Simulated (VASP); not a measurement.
Crystal: Cd.

```xyz
1
Lattice="-1.7843 1.7843 1.7843 1.7843 -1.7843 1.7843 1.7843 1.7843 -1.7843" Properties=species:S:1:pos:R:3 pbc="T T T"
Cd    0.0000    0.0000    0.0000
```

This isn't the form of Cd at room conditions, which is hcp.

- Program: VASP 6.6.1
- Task: relaxation of cell and atoms
- Functional: LDA
- Potentials or basis: VASP PAW LDA potentials, release 64 (Cd_sv_GW)
- Cutoff: 630 eV
- k mesh: 9 × 9 × 9
- Occupations: methfessel-paxton, width 0.05 eV
- Spin: no spin polarisation

At the start: pressure -4.8 GPa; volume 22.72 Å³/atom.

Where does the relaxation end?

Over 5 steps the energy falls by 37.8 meV/atom and the volume is 20.20 Å³/atom (-11.1 %); space group Im-3m (No. 229, to 0.1 Å) before and after.

The path:
```
step  energy change (eV)  largest force (eV/Å)  pressure (GPa)  volume (Å³)
   1              0.0000                0.0000           -4.81        22.72
   2             -0.0367                0.0000           -0.97        20.55
   3             -0.0337                0.0000            2.32        19.62
   4             -0.0378                0.0000           -0.20        20.26
   5             -0.0378                0.0000            0.04        20.20
```

Final structure:
```
Cd
1.0
    -1.71557    1.71557    1.71557
     1.71557   -1.71557    1.71557
     1.71557    1.71557   -1.71557
Cd
1
Direct
  0.00000 0.00000 0.00000
```
